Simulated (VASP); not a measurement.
Runs of VASP 6.6.1 on Ga. The structure is that of space group Fd-3m (No. 227), or close to it. The cells are those of the table. 

```csv
cell,gap on the mesh (eV),pressure (GPa)
"a = 4.314 Å, angles 60.0°, 2 atoms",none,-1.9
"a = 4.148 Å, angles 60.0°, 2 atoms",none,1.5
"a = 4.090 Å, angles 60.0°, 2 atoms",none,(a)
"a = 4.260 Å, angles 60.0°, 2 atoms",none,-1.0
```

Alike in all rows: task single point; level revPBE; potentials or basis VASP PAW PBE potentials, release 64 (Ga_d); no spin polarisation; k mesh 10 × 10 × 10; cutoff (eV) 520; smearing fermi-dirac 0.1 eV.

Estimate the missing entries.

(a) 3.4.

Caveats: the PAW data sets were made with another functional, which shifts forces and pressure a little.

A k mesh can miss the band edges, and the runs leave out spin-orbit coupling on Ga.

A gap of «none» marks levels without a gap at the run's occupations.
